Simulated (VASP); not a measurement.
# Si2Mo (MoSi2 type) (I4/mmm) in VASP: notebook

The runs below take Si2Mo (MoSi2 type) through single point, with PBEsol.

Program: VASP 6.6.1. These are calculated values, not measurements. Logs are shortened: lines on timing, memory, paths and dates and some standing lists are left out, and cuts for length are marked.

## 1. The cell of the first run

It takes space group I4/mmm (No. 139, tetragonal). Conventional cell: a = 2.678 Å, b = 2.678 Å, c = 6.881 Å, α = 90.00°, β = 90.00°, γ = 90.00°. Within 2.9 Å of Mo (site symmetry 4/mmm) lie 10 Si at 2.23 to 2.27 Å and 4 Mo at 2.68 Å. Within 2.9 Å of Si (site symmetry 4mm) lie 9 Si at 2.19 to 2.68 Å and 5 Mo at 2.23 to 2.27 Å.

## 2. Single point, PBEsol (8.22 Å³/atom)

Contents of POSCAR:

```
Si2Mo
1.0
   -1.3388872085      1.3388872085      3.4404333310
    1.3388872085     -1.3388872085      3.4404333310
    1.3388872085      1.3388872085     -3.4404333310
Mo Si
1 2
Direct
    0.0000000000      0.0000000000      0.0000000000
    0.3299253061      0.3299253061      0.0000000000
   -0.3299253061     -0.3299253061      0.0000000000
```

Contents of INCAR.step1:

```
PREC = Accurate ; ENCUT = 520
EDIFF = 1E-7 ; ISMEAR = -1
SIGMA = 0.05 ; LREAL = False
LASPH = True ; NELM = 80
ALGO = Normal ; ISIF = 2
LWAVE = False ; LCHARG = True
LMAXMIX = 4 ; GGA = PS
NBANDS = 18
```

Contents of KPOINTS.step1:

```
Automatic mesh
0
Gamma
  14 14 14
```

Contents of INCAR.step2:

```
PREC = Accurate ; ENCUT = 520
EDIFF = 1E-7 ; ISMEAR = -5
SIGMA = 0.05 ; LREAL = False
LASPH = True ; NELM = 80
ALGO = Normal ; ISIF = 2
LWAVE = False ; LCHARG = False
LMAXMIX = 4 ; GGA = PS
LORBIT = 11 ; NEDOS = 2001
ICHARG = 11
```

Contents of KPOINTS.step2:

```
Automatic mesh
0
Gamma
  21 21 21
```

Potentials or basis: VASP PAW PBE potentials, release 64 (Mo_sv, Si).

Run with:

```
$ cat potpaw_PBE.64/Mo_sv/POTCAR potpaw_PBE.64/Si/POTCAR > POTCAR
$ cp INCAR.step1 INCAR
$ cp KPOINTS.step1 KPOINTS
$ mpirun -np 1 vasp_std > vasp.out
$ cp INCAR.step2 INCAR
$ cp KPOINTS.step2 KPOINTS
$ mpirun -np 1 vasp_std > vasp.out
```

OUTCAR:

```text
PREC = Accurate
   ENCUT = 520
   EDIFF = 1E-7
   ISMEAR = -5
   LREAL = False
   LASPH = True
   NELM = 80
   ISIF = 2
   GGA = PS
   LORBIT = 11
   ICHARG = 11

 ion  position               nearest neighbor table
   1  0.000  0.000  0.000-   3 2.23   3 2.23   3 2.23   2 2.23   3 2.23   2 2.23   2 2.23   2 2.23
                             2 2.27   3 2.27
   2  0.330  0.330  0.000-   3 2.19   3 2.19   3 2.19   3 2.19   1 2.23   1 2.23   1 2.23   1 2.23
                             1 2.27   3 2.34
   3  0.670  0.670  0.000-   2 2.19   2 2.19   2 2.19   2 2.19   1 2.23   1 2.23   1 2.23   1 2.23
                             1 2.27   2 2.34

  LATTYP: Found a body centered tetragonal cell.
 ALAT       =     2.6777744170
 C/A-ratio  =     2.5696214806

  Lattice vectors:

 A1 = (  -1.3388872085,   1.3388872085,   3.4404333310)
 A2 = (   1.3388872085,  -1.3388872085,   3.4404333310)
 A3 = (   1.3388872085,   1.3388872085,  -3.4404333310)

Analysis of symmetry for initial positions (statically):
=====================================================================
 Subroutine PRICEL returns:
 Original cell was already a primitive cell.

 Routine SETGRP: Setting up the symmetry group for a
 body centered tetragonal supercell.

 Subroutine GETGRP returns: Found 16 space group operations
 (whereof 16 operations were pure point group operations)
 out of a pool of 16 trial point group operations.

The static configuration has the point symmetry D_4h.

Analysis of symmetry for dynamics (positions and initial velocities):
=====================================================================
 Subroutine PRICEL returns:
 Original cell was already a primitive cell.

 Routine SETGRP: Setting up the symmetry group for a
 body centered tetragonal supercell.

 Subroutine GETGRP returns: Found 16 space group operations
 (whereof 16 operations were pure point group operations)
 out of a pool of 16 trial point group operations.

The dynamic configuration has the point symmetry D_4h.

 Subroutine INISYM returns: Found 16 space group operations
 (whereof 16 operations are pure point group operations),
 and found     1 'primitive' translations

----------------------------------------------------------------------------------------

                                     Primitive cell

  volume of cell :      24.6695

  direct lattice vectors                    reciprocal lattice vectors
    -1.338887209  1.338887209  3.440433331     0.000000000  0.373444452  0.145330530
     1.338887209 -1.338887209  3.440433331     0.373444452  0.000000000  0.145330530
[... 111 lines left out ...]
  Fermi-wavevector in a.u.,A,eV,Ry     =   1.575779  2.977791 33.784354  2.483080
  Thomas-Fermi vector in A             =   2.676712
   LORBIT       =     11    0 simple, 1 ext, 2 COOP (PROOUT), +10 PAW based schemes
   GGA     = PS    functional components
   LHFCALC =     F    Hartree Fock is set to
   AEXX    =    0.0000 exact exchange contribution
   IVDW    =     0    specifies the selected vdW correction
   LEPSILON=     F    determine dielectric tensor
   LRPA    =     F    only Hartree local field effects (RPA)
 non-spin polarized calculation
 Fermi weights with tetrahedron method with Bloechl corrections
  energy-cutoff  :      520.00
  volume of cell :       24.67
 maximum number of plane-waves:       683
 NGX is ok and might be reduce to    30

 number of electron      22.0000000 magnetization

 Free energy of the ion-electron system (eV)
  ---------------------------------------------------
  ext. energy  EPLUGINS =         0.00000000
  ---------------------------------------------------
  free energy    TOTEN  =       -16.06462190 eV

  energy without entropy =      -16.06462190  energy(sigma->0) =      -16.06462190

 E-fermi :  20.9909     XC(G=0): -15.0058

 val. band max:       21.0234912832   @ k =   0.4762   0.4286   0.0476
 cond. band min:      20.9758398643   @ k =  -0.3810  -0.4286   0.2381
 fundamental gap:     -0.0476514189
 Fermi energy:        20.9909269390

 k-point     1 :       0.0000    0.0000    0.0000
  band No.  band energies     occupation
      1     -39.3219      2.00000
      2     -14.1505      2.00000
      3     -13.2264      2.00000
      4     -13.2264      2.00000
      5       3.4604      2.00000
      6      11.2023      2.00000
      7      14.8349      2.00000
      8      17.0636      2.00000
      9      17.0636      2.00000
     10      18.1018      2.00000
     11      21.6686      0.00000
     12      22.1676      0.00000
     13      27.3611      0.00000
     14      27.3611      0.00000
[... 401 lines left out ...]
      2     -14.6250      2.00000
      3     -14.0126      2.00000
      4     -13.1201      2.00000
      5       6.7707      2.00000
      6      10.5194      2.00000
      7      13.9328      2.00000
      8      15.2100      2.00000
      9      16.8554      2.00000
     10      17.9180      2.00000
     11      18.9825      2.00000
     12      24.6062      0.00000
     13      25.9553      0.00000
     14      26.1103      0.00000
     15      27.8276      0.00000

 [... further k-points ...]

------------------------ aborting loop because EDIFF is reached ----------------------------------------

  FORCE on cell =-STRESS in cart. coord.  units (eV):
  Direction    XX          YY          ZZ          XY          YZ          ZX
  --------------------------------------------------------------------------------------
  -------------------------------------------------------------------------------------
  Total       43.9670721     43.9670721     44.0084860      0.0000000     -0.0000000      0.0000000
  in kB     2855.4660794   2855.4660794   2858.1557255      0.0000000     -0.0000000      0.0000000
  external PRESSURE =    2856.3626281 kB  Pullay stress =       0.0000000 kB

 VOLUME and BASIS-vectors are now :
 -----------------------------------------------------------------------------
  energy-cutoff  :      520.00
  volume of cell :       24.67
      direct lattice vectors                 reciprocal lattice vectors
    -1.338887209  1.338887209  3.440433331     0.000000000  0.373444452  0.145330530
     1.338887209 -1.338887209  3.440433331     0.373444452  0.000000000  0.145330530
     1.338887209  1.338887209 -3.440433331     0.373444452  0.373444452  0.000000000

 POSITION                                       TOTAL-FORCE (eV/Angst)
 -----------------------------------------------------------------------------------
      0.00000      0.00000      0.00000         0.000000      0.000000     -0.000000
      0.00000      0.00000      2.27017        -0.000000     -0.000000      0.000309
      0.00000      0.00000      4.61069        -0.000000     -0.000000     -0.000309
 -----------------------------------------------------------------------------------
    total drift:                               -0.000000      0.000000      0.000000

  FREE ENERGIE OF THE ION-ELECTRON SYSTEM (eV)
  ---------------------------------------------------
  free  energy   TOTEN  =       -16.0646218972 eV

  energy  without entropy=      -16.0646218972  energy(sigma->0) =      -16.06462190

 total charge

# of ion       s       p       d       tot
------------------------------------------
    1        2.496   6.517   5.518  14.532
    2        0.817   1.318   0.000   2.134
    3        0.817   1.318   0.000   2.134
--------------------------------------------------
tot          4.129   9.153   5.518  18.801
```

OUTCAR.step1:

```text
PREC = Accurate
   ENCUT = 520
   EDIFF = 1E-7
   ISMEAR = -1
   LREAL = False
   LASPH = True
[... 732 lines left out ...]
      0.00000      0.00000      0.00000         0.000000      0.000000     -0.000000
      0.00000      0.00000      2.27017        -0.000000     -0.000000     -0.029118
      0.00000      0.00000      4.61069         0.000000      0.000000      0.029118
 -----------------------------------------------------------------------------------
    total drift:                               -0.000000      0.000000     -0.000000

  FREE ENERGIE OF THE ION-ELECTRON SYSTEM (eV)
  ---------------------------------------------------
  free  energy   TOTEN  =       -16.0662136591 eV

  energy  without entropy=      -16.0643598399  energy(sigma->0) =      -16.06528675
```

OSZICAR.step1:

```text
N       E                     dE             d eps       ncg     rms          rms(c)
DAV:   1     0.141777682655E+03    0.14178E+03   -0.11933E+04  8792   0.122E+03
DAV:   2    -0.138537784708E+02   -0.15563E+03   -0.15238E+03 10322   0.332E+02
DAV:   3    -0.168465615589E+02   -0.29928E+01   -0.29775E+01 10722   0.418E+01
DAV:   4    -0.168582668573E+02   -0.11705E-01   -0.11700E-01 10180   0.288E+00
DAV:   5    -0.168583196980E+02   -0.52841E-04   -0.52837E-04 10208   0.202E-01    0.618E+01
DAV:   6    -0.162138086491E+02    0.64451E+00   -0.18908E+00  9524   0.116E+01    0.257E+01
DAV:   7    -0.160839453581E+02    0.12986E+00   -0.10194E-01  9478   0.221E+00    0.894E+00
DAV:   8    -0.160666982421E+02    0.17247E-01   -0.16629E-02  9988   0.102E+00    0.457E-01
DAV:   9    -0.160662864308E+02    0.41181E-03   -0.67540E-04  9620   0.212E-01    0.293E-01
DAV:  10    -0.160662167466E+02    0.69684E-04   -0.17095E-04 10272   0.104E-01    0.966E-02
DAV:  11    -0.160662135407E+02    0.32059E-05   -0.14704E-05  9824   0.317E-02    0.167E-02
DAV:  12    -0.160662139158E+02   -0.37517E-06   -0.32579E-07  9748   0.535E-03    0.472E-03
DAV:  13    -0.160662136574E+02    0.25843E-06   -0.84617E-08  5450   0.267E-03    0.112E-03
DAV:  14    -0.160662136591E+02   -0.16425E-08   -0.68688E-09  4804   0.710E-04
   1 F= -.16066214E+02 E0= -.16065287E+02  d E =-.185382E-02
```

Run time: 4.7 min. Hardware: 1 thread of Intel Xeon 8259CL, shared host; peak memory 0.4 GiB.

What came out:

```
Valence electrons inside the program's atomic spheres : Mo 14.53; Si 2.13
```

Levels at points of the mesh, in eV from the Fermi level:
```csv
k point,band 7,band 8,band 9,band 10,band 11,band 12,band 13,band 14,band 15
"(0.00, 0.00, 0.00)",-6.16,-3.93,-3.93,-2.89,0.68,1.18,6.37,6.37,6.84
```

Caveat: the PAW data sets were made with another functional, which shifts forces and pressure a little.

## 3. Single point, PBEsol (13.26 Å³/atom)

This run uses another cell than the first one, of 13.26 Å³/atom.

Contents of POSCAR:

```
Si2Mo
1.0
   -1.5949805018      1.5949805018      3.9101974232
    1.5949805018     -1.5949805018      3.9101974232
    1.5949805018      1.5949805018     -3.9101974232
Mo Si
1 2
Direct
    0.0000000000      0.0000000000      0.0000000000
    0.3350738262      0.3350738262      0.0000000000
   -0.3350738262     -0.3350738262      0.0000000000
```

Contents of INCAR.step1:

```
  PREC = Accurate
  ENCUT = 520
  EDIFF = 1E-6
  ISMEAR = -1
  SIGMA = 0.05
  LREAL = F
  LASPH = T
  NELM = 100
  ALGO = Normal
  ISIF = 2
  LWAVE = F
  LCHARG = T
  LMAXMIX = 4
  GGA = PS
  NBANDS = 18
```

Contents of KPOINTS.step1:

```
regular mesh
0
Gamma
  14 14 14
```

Contents of INCAR.step2:

```
  PREC = Accurate
  ENCUT = 520
  EDIFF = 1E-6
  ISMEAR = -5
  SIGMA = 0.05
  LREAL = F
  LASPH = T
  NELM = 100
  ALGO = Normal
  ISIF = 2
  LWAVE = F
  LCHARG = F
  LMAXMIX = 4
  GGA = PS
  LORBIT = 10
  NBANDS = 18
  NEDOS = 2001
  ICHARG = 11
```

Contents of KPOINTS.step2:

```
regular mesh
0
Gamma
  21 21 21
```

Potentials or basis: VASP PAW PBE potentials, release 64 (Mo_sv, Si).

Run with:

```
$ cat potpaw_PBE.64/Mo_sv/POTCAR potpaw_PBE.64/Si/POTCAR > POTCAR
$ cp INCAR.step1 INCAR
$ cp KPOINTS.step1 KPOINTS
$ mpirun -np 1 vasp_std > vasp.out
$ cp INCAR.step2 INCAR
$ cp KPOINTS.step2 KPOINTS
$ mpirun -np 1 vasp_std > vasp.out
```

OUTCAR:

```text
PREC = Accurate
   ENCUT = 520
   EDIFF = 1E-6
   ISMEAR = -5
   LREAL = F
   LASPH = T
   NELM = 100
   ISIF = 2
   GGA = PS
   LORBIT = 10
   ICHARG = 11

 ion  position               nearest neighbor table
   1  0.000  0.000  0.000-   3 2.60   3 2.60   3 2.60   2 2.60   3 2.60   2 2.60   2 2.60   2 2.60
                             2 2.62   3 2.62
   2  0.335  0.335  0.000-   3 2.58   1 2.60   1 2.60   1 2.60   1 2.60   3 2.62   3 2.62   3 2.62
                             3 2.62   1 2.62
   3  0.665  0.665  0.000-   2 2.58   1 2.60   1 2.60   1 2.60   1 2.60   2 2.62   2 2.62   2 2.62
                             2 2.62   1 2.62

[... 707 lines left out ...]
  Total        0.1195635      0.1195635      0.1296447      0.0000000     -0.0000000     -0.0000000
  in kB        4.8143738      4.8143738      5.2203064      0.0000000     -0.0000000     -0.0000000
  external PRESSURE =       4.9496847 kB  Pullay stress =       0.0000000 kB

 VOLUME and BASIS-vectors are now :
 -----------------------------------------------------------------------------
  energy-cutoff  :      520.00
  volume of cell :       39.79
      direct lattice vectors                 reciprocal lattice vectors
    -1.594980502  1.594980502  3.910197423     0.000000000  0.313483456  0.127870781
     1.594980502 -1.594980502  3.910197423     0.313483456  0.000000000  0.127870781
     1.594980502  1.594980502 -3.910197423     0.313483456  0.313483456  0.000000000

 POSITION                                       TOTAL-FORCE (eV/Angst)
 -----------------------------------------------------------------------------------
      0.00000      0.00000      0.00000        -0.000000     -0.000000      0.000000
      0.00000      0.00000      2.62041        -0.000000     -0.000000      0.005612
      0.00000      0.00000      5.19999         0.000000      0.000000     -0.005612
 -----------------------------------------------------------------------------------
    total drift:                                0.000000     -0.000000      0.000000

  FREE ENERGIE OF THE ION-ELECTRON SYSTEM (eV)
  ---------------------------------------------------
  free  energy   TOTEN  =       -25.0792326364 eV

  energy  without entropy=      -25.0792326364  energy(sigma->0) =      -25.07923264

 total charge

# of ion       s       p       d       tot
------------------------------------------
    1        2.291   6.212   4.217  12.720
    2        0.742   0.884   0.000   1.625
    3        0.742   0.884   0.000   1.625
--------------------------------------------------
tot          3.774   7.980   4.217  15.971
```

OUTCAR.step1:

```text
PREC = Accurate
   ENCUT = 520
   EDIFF = 1E-6
   ISMEAR = -1
   LREAL = F
   LASPH = T
[... 732 lines left out ...]
      0.00000      0.00000      0.00000         0.000000      0.000000     -0.000000
      0.00000      0.00000      2.62041        -0.000000     -0.000000     -0.005093
      0.00000      0.00000      5.19999        -0.000000     -0.000000      0.005093
 -----------------------------------------------------------------------------------
    total drift:                                0.000000     -0.000000      0.000000

  FREE ENERGIE OF THE ION-ELECTRON SYSTEM (eV)
  ---------------------------------------------------
  free  energy   TOTEN  =       -25.0799867763 eV

  energy  without entropy=      -25.0777707153  energy(sigma->0) =      -25.07887875
```

It took 6.6 min on 1 thread of Intel Xeon 8259CL, shared host; peak memory 0.59 GiB.

Results:

```
Valence electrons inside the program's atomic spheres : Mo 12.72; Si 1.62
```

Levels at points of the mesh, in eV from the Fermi level:
| k point | band 7 | band 8 | band 9 | band 10 | band 11 | band 12 | band 13 | band 14 | band 15 | band 16 |
| --- | --- | --- | --- | --- | --- | --- | --- | --- | --- | --- |
| (0.00, 0.00, 0.00) | -3.38 | -3.13 | -2.63 | -2.63 | 0.39 | 3.14 | 3.24 | 3.57 | 3.57 | 4.15 |

Caveat: the PAW data sets were made with another functional, which shifts forces and pressure a little.
